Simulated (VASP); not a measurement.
Write the native input for VASP 6.6.1 that does the following.

```
Task                   : single point
Functional             : PBE
Potentials or basis    : VASP PAW PBE potentials, release 64 (Al, Au)
Cutoff                 : 520 eV
k mesh                 : 12 × 12 × 12
Occupations            : gaussian, width 0.1 eV
Spin                   : no spin polarisation
Dipole correction      : no
Further INCAR settings : ALGO = Normal; EDIFF = 1e-07; NBANDS = 16
```

The structure of Al2Au lies in POSCAR:

```
Al2Au
1.0
    0.0000000000      3.1282115640      3.1282115640
    3.1282115640      0.0000000000      3.1282115640
    3.1282115640      3.1282115640      0.0000000000
Al Au
2 1
Direct
    0.2500000000      0.2500000000      0.2500000000
    0.7500000000      0.7500000000      0.7500000000
    0.0000000000      0.0000000000      0.0000000000
```

This cell differs from its parent crystal: volume scaled by 1.10.

The input as run:

INCAR

```
SYSTEM = Al2Au
  ALGO = Normal
  EDIFF = 1E-7
  ENCUT = 520
  GGA = PE
  ISIF = 2
  ISMEAR = 0
  LASPH = .TRUE.
  LCHARG = .FALSE.
  LREAL = .FALSE.
  LWAVE = .FALSE.
  NBANDS = 16
  NELM = 100
  PREC = Accurate
  SIGMA = 0.1
```

KPOINTS

```
k-points
0
G
  12 12 12
  0 0 0
```

Potentials or basis: VASP PAW PBE potentials, release 64 (Al, Au).

Launch:

```sh
$ cat potpaw_PBE.64/Al/POTCAR potpaw_PBE.64/Au/POTCAR > POTCAR
$ mpirun -np 1 vasp_std > vasp.out
```

Results of the run:

```yaml
Pressure: -8.0 GPa
```

Wall time 72 s on 1 thread of Intel Xeon 6975P-C, on a shared host, peak memory 0.24 GiB.
